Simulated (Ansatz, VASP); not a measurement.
Two plane-wave programs on Be2Si

```
CELL_PARAMETERS angstrom
0.00000 2.64138 2.64138
2.64138 0.00000 2.64138
2.64138 2.64138 0.00000
ATOMIC_POSITIONS crystal
Si 0.00000 0.00000 0.00000
Be 0.25000 0.25000 0.25000
Be 0.75000 0.75000 0.75000
```

Alike in both runs: task single point; functional PBE-based screened hybrid; k mesh 4 × 4 × 4; occupations fermi-dirac, width 0.02 eV; no spin polarisation.

```csv
,VASP,Ansatz
version,VASP 6.6.1,Ansatz 0.2.0
potentials or method,"VASP PAW PBE potentials, release 64 (Si, Be)",plane waves
plane-wave cutoff (eV),520,420
valence electrons in the cell,8,8
```

|  | VASP | Ansatz | Ansatz less VASP |
| --- | --- | --- | --- |
| pressure (GPa) | 0.2 | 0.2 | +0.02 |

VASP's potentials were made for PBE, not for PBE-based screened hybrid. With one functional, cell and mesh, what is left measures potentials, basis and numerics. Ansatz's warnings: filled band counts differ across k points, stress exchange threshold loose, stress scf threshold loose.

The k mesh is coarse, so the values compare programs but aren't converged.
